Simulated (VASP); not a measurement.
# Os (P6_3/mmc) in VASP: notebook

Aim: see how the results for Os move with the level of theory and the settings. Levels: BLYP, LDA. Tasks: single point.

Everything below comes from runs of VASP 6.6.1. Logs are shortened: lines on timing, memory, paths and dates and some standing lists are left out, and cuts for length are marked.

## Step 1: The cell of the first run

The structure is hexagonal, space group P6_3/mmc (No. 194). Conventional cell: a = 2.697 Å, b = 2.697 Å, c = 4.261 Å, α = 90.00°, β = 90.00°, γ = 120.00°. Within 3.5 Å of Os (site symmetry -6m2) lie 12 Os at 2.64 to 2.70 Å.

## Step 2: Single point, BLYP

File INCAR:

```
PREC = Accurate
ENCUT = 520
EDIFF = 1E-7
ISMEAR = -1
SIGMA = 0.05
LREAL = F
LASPH = T
NELM = 60
ALGO = Normal
ISIF = 2
LWAVE = F
LCHARG = T
GGA = B5
ALDAX = 1.0
AGGAX = 1.0
AGGAC = 1.0
ALDAC = 0.0
LELF = T
LVHAR = T
NBANDS = 15
```

File KPOINTS:

```
Automatic mesh
0
Gamma
  11 11 6
```

File POSCAR:

```
Os
1.0
    2.6971481730      0.0000000000      0.0000000000
   -1.3485740865      2.3357988356      0.0000000000
    0.0000000000      0.0000000000      4.2613185190
Os
2
Direct
    0.6666666667      0.3333333333      0.7500000000
    0.3333333333      0.6666666667      0.2500000000
```

Potentials or basis: VASP PAW PBE potentials, release 64 (Os).

On the command line:

```bash
$ cat potpaw_PBE.64/Os/POTCAR > POTCAR
$ mpirun -np 1 vasp_std > vasp.out
```

OUTCAR:

```text
PREC = Accurate
   ENCUT = 520
   EDIFF = 1E-7
   ISMEAR = -1
   LREAL = F
   LASPH = T
   NELM = 60
   ISIF = 2
   GGA = B5

 ion  position               nearest neighbor table
   1  0.667  0.333  0.750-   2 2.64   2 2.64   2 2.64   2 2.64   2 2.64   2 2.64
   2  0.333  0.667  0.250-   1 2.64   1 2.64   1 2.64   1 2.64   1 2.64   1 2.64

  LATTYP: Found a hexagonal cell.
 ALAT       =     2.6971481730
 C/A-ratio  =     1.5799348963

  Lattice vectors:

 A1 = (   2.6971481730,   0.0000000000,   0.0000000000)
 A2 = (  -1.3485740865,   2.3357988356,   0.0000000000)
 A3 = (   0.0000000000,   0.0000000000,   4.2613185190)

Analysis of symmetry for initial positions (statically):
=====================================================================
 Subroutine PRICEL returns:
 Original cell was already a primitive cell.

 Routine SETGRP: Setting up the symmetry group for a
 hexagonal supercell.

 Subroutine GETGRP returns: Found 24 space group operations
 (whereof 12 operations were pure point group operations)
 out of a pool of 24 trial point group operations.

The static configuration has the point symmetry D_3d.
 The point group associated with its full space group is D_6h.

Analysis of symmetry for dynamics (positions and initial velocities):
=====================================================================
 Subroutine PRICEL returns:
 Original cell was already a primitive cell.

 Routine SETGRP: Setting up the symmetry group for a
 hexagonal supercell.

 Subroutine GETGRP returns: Found 24 space group operations
 (whereof 12 operations were pure point group operations)
 out of a pool of 24 trial point group operations.

The dynamic configuration has the point symmetry D_3d.
 The point group associated with its full space group is D_6h.

 Subroutine INISYM returns: Found 24 space group operations
 (whereof 12 operations are pure point group operations),
 and found     1 'primitive' translations

----------------------------------------------------------------------------------------

                                     Primitive cell

  volume of cell :      26.8463

  direct lattice vectors                    reciprocal lattice vectors
     2.697148173  0.000000000  0.000000000     0.370761981  0.214059530  0.000000000
    -1.348574086  2.335798836  0.000000000     0.000000000  0.428119059  0.000000000
     0.000000000  0.000000000  4.261318519     0.000000000  0.000000000  0.234669151

  length of vectors
     2.697148173  2.697148173  4.261318519     0.428119059  0.428119059  0.234669151

  position of ions in fractional coordinates (direct lattice)
     0.666666667  0.333333333  0.750000000
     0.333333333  0.666666667  0.250000000

  ion indices of the primitive-cell ions
   primitive index   ion index
                 1           1
                 2           2

----------------------------------------------------------------------------------------

 KPOINTS: Automatic mesh

Automatic generation of k-mesh.
 Grid dimensions read from file:
 generate k-points for:   11   11    6

 Generating k-lattice:

  Cartesian coordinates                     Fractional coordinates (reciprocal lattice)
     0.033705635  0.019459957  0.000000000     0.090909091 -0.000000000  0.000000000
     0.000000000  0.038919914  0.000000000     0.000000000  0.090909091  0.000000000
     0.000000000  0.000000000  0.039111525     0.000000000  0.000000000  0.166666667

  Length of vectors
     0.038919914  0.038919914  0.039111525

  Shift w.r.t. Gamma in fractional coordinates (k-lattice)
     0.000000000  0.000000000  0.000000000

 Subroutine IBZKPT returns following result:
 ===========================================

 Found     64 irreducible k-points:

 Following reciprocal coordinates:
            Coordinates               Weight
  0.000000  0.000000  0.000000      1.000000
  0.090909 -0.000000  0.000000      6.000000
  0.181818 -0.000000  0.000000      6.000000
  0.272727 -0.000000  0.000000      6.000000
  0.363636 -0.000000  0.000000      6.000000
  0.454545 -0.000000  0.000000      6.000000
[... 16 lines left out ...]
  0.090909  0.090909  0.166667     12.000000
  0.181818  0.090909  0.166667     24.000000
 [... further k-points ...]
   k-points           NKPTS =     64   k-points in BZ     NKDIM =     64   number of bands    NBANDS=     15
   number of dos      NEDOS =    301   number of ions     NIONS =      2
   total plane-waves  NPLWV =  12800
   dimension x,y,z NGX =    20 NGY =   20 NGZ =   32
   dimension x,y,z NGXF=    40 NGYF=   40 NGZF=   64
   ions per type =               2
   NGX,Y,Z   is equivalent  to a cutoff of  12.33, 12.33, 12.48 a.u.
   NGXF,Y,Z  is equivalent  to a cutoff of  24.66, 24.66, 24.97 a.u.
 SYSTEM =  unknown system
   PREC   = accura    normal or accurate (medium, high low for compatibility)
   ISTART =      0    job   : 0-new  1-cont  2-samecut
   ICHARG =      2    charge: 1-file 2-atom 10-const
   ISPIN  =      1    spin polarized calculation?
   LNONCOLLINEAR =      F non collinear calculations
   LSORBIT =      F    spin-orbit coupling
   LASPH  =      T    aspherical Exc in radial PAW
   ENCUT  =  520.0 eV  38.22 Ry    6.18 a.u.   5.01  5.01  7.92*2*pi/ulx,y,z
   NELM   =     60;   NELMIN=  2; NELMDL= -5     # of ELM steps
   EDIFF  = 0.1E-06   stopping-criterion for ELM
   LREAL  =      F    real-space projection
   EDIFFG = 0.1E-05   stopping-criterion for IOM
   NSW    =      0    number of steps for IOM
   IBRION =     -1    ionic relax: 0-MD 1-quasi-New 2-CG
   NFREE  =      0    steps in history (QN), initial steepest desc. (CG)
   ISIF   =      2    stress and relaxation
   ISYM   =      2    0-nonsym 1-usesym 2-fastsym
   POTIM  = 0.5000    time-step for ionic-motion
   TEBEG  =    0.0;   TEEND  =   0.0 temperature during run
   PSTRESS=    0.0 pullay stress
   NELECT =      16.0000    total number of electrons
   NUPDOWN=      -1.0000    fix difference up-down
   EMIN   =  10.00;   EMAX   =-10.00  energy-range for DOS
   EFERMI =   0.00;   METHOD = LEGACY
   ISMEAR =    -1;   SIGMA  =   0.05  broadening in eV -4-tet -1-fermi 0-gaus
   EFERMI_NEDOS =   21; number of points for ismear=-14 and -15
   IALGO  =     38    algorithm
   IMIX   =      4    mixing-type and parameters
     AMIX     =   0.40;   BMIX     =  1.00
     AMIX_MAG =   1.60;   BMIX_MAG =  1.00
  volume/ion in A,a.u.               =      13.42        90.58
  Fermi-wavevector in a.u.,A,eV,Ry     =   1.377696  2.603468 25.824489  1.898046
  Thomas-Fermi vector in A             =   2.502826
   LORBIT       =      0    0 simple, 1 ext, 2 COOP (PROOUT), +10 PAW based schemes
   GGA     = B5    functional components
   LHFCALC =     F    Hartree Fock is set to
   AEXX    =    0.0000 exact exchange contribution
   IVDW    =     0    specifies the selected vdW correction
   LEPSILON=     F    determine dielectric tensor
   LRPA    =     F    only Hartree local field effects (RPA)
 non-spin polarized calculation
  energy-cutoff  :      520.00
  volume of cell :       26.85
 maximum number of plane-waves:       741
 NGX is ok and might be reduce to    20
   NGX =  9   NGY =  9   NGZ = 15

 number of electron      15.9999999 magnetization

 Free energy of the ion-electron system (eV)
  ---------------------------------------------------
  ext. energy  EPLUGINS =         0.00000000
  ---------------------------------------------------
  free energy    TOTEN  =       -18.84750900 eV

  energy without entropy =      -18.83436485  energy(sigma->0) =      -18.84093693

 E-fermi :  10.6758     XC(G=0): -13.5782

 val. band max:       10.6477558209   @ k =   0.3636  -0.0000   0.3333
 cond. band min:      10.7348426137   @ k =   0.3636   0.0909   0.3333
 fundamental gap:      0.0870867927
 Fermi energy:        10.6757779039

 k-point     1 :       0.0000    0.0000    0.0000
  band No.  band energies     occupation
      1      -0.3905      2.00000
      2       2.5975      2.00000
      3       7.4605      2.00000
      4       7.4605      2.00000
      5       7.7226      2.00000
      6       8.3512      2.00000
      7       8.3512      2.00000
      8       9.0360      2.00000
      9       9.0360      2.00000
     10      11.0940      0.00047
     11      12.5107      0.00000
     12      12.5107      0.00000
     13      20.3672      0.00000
     14      25.0823      0.00000
     15      27.7678      0.00000

 k-point     2 :       0.0909   -0.0000    0.0000
  band No.  band energies     occupation
      1      -0.0409      2.00000
      2       2.9053      2.00000
      3       6.8783      2.00000
      4       7.7730      2.00000
      5       8.1089      2.00000
      6       8.2714      2.00000
      7       8.5666      2.00000
      8       8.6439      2.00000
      9       8.7920      2.00000
     10       9.8199      2.00000
     11      12.6815      0.00000
     12      14.3422      0.00000
     13      20.3421      0.00000
     14      25.8053      0.00000
     15      28.2131      0.00000

 k-point     3 :       0.1818   -0.0000    0.0000
  band No.  band energies     occupation
      1       0.9172      2.00000
      2       3.6140      2.00000
      3       6.2225      2.00000
      4       7.0819      2.00000
      5       7.6788      2.00000
      6       8.2428      2.00000
      7       8.6771      2.00000
      8       9.0625      2.00000
      9       9.0781      2.00000
     10       9.4841      2.00000
     11      13.0288      0.00000
     12      16.8815      0.00000
     13      20.1522      0.00000
     14      27.1115      0.00000
     15      28.5096      0.00000
[... 343 lines left out ...]
 k-point    23 :       0.0909    0.0909    0.1667
  band No.  band energies     occupation
      1       0.9397      2.00000
      2       3.5506      2.00000
      3       6.3582      2.00000
      4       6.8594      2.00000
      5       7.5755      2.00000
      6       7.9535      2.00000
      7       8.5257      2.00000
      8       8.8244      2.00000
      9       9.6186      2.00000
     10       9.6425      2.00000
     11      12.8145      0.00000
     12      15.0696      0.00000
     13      21.9068      0.00000
     14      26.4326      0.00000
     15      28.5823      0.00000

 k-point    24 :       0.1818    0.0909    0.1667
  band No.  band energies     occupation
      1       1.9989      2.00000
      2       4.2729      2.00000
      3       5.7503      2.00000
      4       5.9547      2.00000
      5       7.2096      2.00000
      6       7.8704      2.00000
      7       8.5317      2.00000
      8       9.4877      2.00000
      9      10.1465      1.99995
     10      10.5373      1.88208
     11      12.9875      0.00000
     12      16.6956      0.00000
     13      21.8608      0.00000
     14      26.5935      0.00000
     15      27.5981      0.00000

 [... further k-points ...]
[... 5 lines left out ...]
  --------------------------------------------------------------------------------------
  -------------------------------------------------------------------------------------
  Total        8.5199581      8.5199581      8.8550261      0.0000000     -0.0000000     -0.0000000
  in kB      508.4682038    508.4682038    528.4649502      0.0000000     -0.0000000     -0.0000000
  external PRESSURE =     515.1337859 kB  Pullay stress =       0.0000000 kB

 VOLUME and BASIS-vectors are now :
 -----------------------------------------------------------------------------
  energy-cutoff  :      520.00
  volume of cell :       26.85
      direct lattice vectors                 reciprocal lattice vectors
     2.697148173  0.000000000  0.000000000     0.370761981  0.214059530  0.000000000
    -1.348574086  2.335798836  0.000000000     0.000000000  0.428119059  0.000000000
     0.000000000  0.000000000  4.261318519     0.000000000  0.000000000  0.234669151

 POSITION                                       TOTAL-FORCE (eV/Angst)
 -----------------------------------------------------------------------------------
      1.34857      0.77860      3.19599        -0.000000     -0.000000      0.000000
     -0.00000      1.55720      1.06533         0.000000      0.000000      0.000000
 -----------------------------------------------------------------------------------
    total drift:                               -0.000000      0.000000     -0.000000

  FREE ENERGIE OF THE ION-ELECTRON SYSTEM (eV)
  ---------------------------------------------------
  free  energy   TOTEN  =       -18.8475090016 eV

  energy  without entropy=      -18.8343648531  energy(sigma->0) =      -18.84093693
```

Wall time 23 s (1 thread of AMD EPYC 7R13 (Zen 3), shared host); peak memory 0.11 GiB.

What came out:

```
Free energy            : -18.8475 eV
Pressure               : 51.5 GPa
Band gap on the k mesh : zero (band 8 reaches 12.95 eV, above the bottom of band 9 at 8.79 eV)
```

Caveat: the PAW data sets were made with another functional, which shifts forces and pressure a little; spin-orbit coupling is left out, which moves the levels of the heavy elements.

## Step 3: Single point, LDA

This run uses another cell than the first one, of 13.98 Å³/atom, 1.042 times its volume.

File INCAR:

```
PREC = Accurate
ENCUT = 520
EDIFF = 1E-7
ISMEAR = -1
SIGMA = 0.05
LREAL = False
LASPH = True
NELM = 80
ALGO = Normal
ISIF = 2
LWAVE = False
LCHARG = True
GGA = CA
LELF = True
LVHAR = True
NBANDS = 15
```

KPOINTS is that of step 2.

File POSCAR:

```
Os
1.0
    2.7341000000      0.0000000000      0.0000000000
   -1.3670500000      2.3678000565      0.0000000000
    0.0000000000      0.0000000000      4.3197000000
Os
2
Direct
    0.6666666667      0.3333333333      0.7500000000
    0.3333333333      0.6666666667      0.2500000000
```

Potentials or basis: VASP PAW LDA potentials, release 64 (Os).

On the command line:

```bash
$ cat potpaw_LDA.64/Os/POTCAR > POTCAR
$ mpirun -np 1 vasp_std > vasp.out
```

It took 13 s on 1 thread of AMD EPYC 7R13 (Zen 3), shared host; peak memory 0.11 GiB.

It converged, with:

| Item | Value |
| --- | --- |
| Free energy | -25.2857 eV |
| Pressure | -7.9 GPa |
| Band gap on the k mesh | zero (band 8 reaches 11.47 eV, above the bottom of band 9 at 7.59 eV) |

Stress tensor (GPa, compression positive):
```
-7.65  0.00  0.00
 0.00 -7.65  0.00
 0.00  0.00 -8.26
```

Levels at points of the mesh, in eV from the Fermi level:
```
           k point  band 5  band 6  band 7  band 8  band 9  band 10  band 11  band 12
(0.00, 0.00, 0.00)   -2.77   -2.17   -2.17   -1.52   -1.52     0.20     1.73     1.73
(0.00, 0.00, 0.50)   -3.20   -3.20   -3.20   -3.20    0.94     0.94     0.94     0.94
```

Caveat: spin-orbit coupling is left out, which moves the levels of the heavy elements.
